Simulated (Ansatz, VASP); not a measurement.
Two plane-wave programs on Cs

INCAR

```
ALGO = Normal
EDIFF = 1E-7
ENCUT = 520
GGA = PE
ISIF = 2
ISMEAR = -1
LASPH = True
LCHARG = True
LELF = True
LREAL = False
LVHAR = True
LWAVE = False
NBANDS = 20
NELM = 60
PREC = Accurate
SIGMA = 0.08
```

The input KPOINTS:

```
k-points
0
Gamma
  4 4 6
```

Contents of POSCAR:

```
Cs
1.0
    8.5273560836      0.0000000000      0.0000000000
   -4.2636780418      7.3849069956      0.0000000000
    0.0000000000      0.0000000000      5.0715815515
Cs
3
Direct
    0.0000000000      0.0000000000      0.0000000000
    0.3333333333      0.6666666667      0.5000000000
    0.6666666667      0.3333333333      0.5000000000
```

Input for Ansatz:

```yaml
crystal:
  lattice:
    - [8.5273560836, 0.0, 0.0]
    - [-4.2636780418, 7.3849069956, 0.0]
    - [0.0, 0.0, 5.0715815515]
  atoms:
    - { symbol: Cs, position: [0.0, 0.0, 0.0] }
    - { symbol: Cs, position: [0.3333333333, 0.6666666667, 0.5] }
    - { symbol: Cs, position: [0.6666666667, 0.3333333333, 0.5] }
kpoints:
  mp_grid: { grid: [4, 4, 6] }
scf:
  occupations: { method: fermi_dirac, width: 0.08 }
hamiltonian:
  xc: pbe
  pseudopotentials: { kind: paw }
output:
  forces: true
  stress: true
  eigenvalues: true
  populations: true
```

Change from the starting cell: volume scaled by 0.9, PAW files.

Alike in both runs: task single point; functional PBE; k mesh 4 × 4 × 6; occupations fermi-dirac, width 0.08 eV; no spin polarisation.

|  | VASP | Ansatz |
| --- | --- | --- |
| version | VASP 6.6.1 | Ansatz 0.2.0 |
| potentials or method | VASP PAW PBE potentials, release 64 (Cs_sv) | PAW with Ansatz's default frozen-core files, scalar-relativistic |
| plane-wave cutoff (eV) | 520 | 420 |
| valence electrons in the cell | 27 | 27 |

```tsv
	VASP	Ansatz	Ansatz less VASP
pressure (GPa)	0.2	0.2	+0.01
```

Spin-orbit coupling is off throughout.
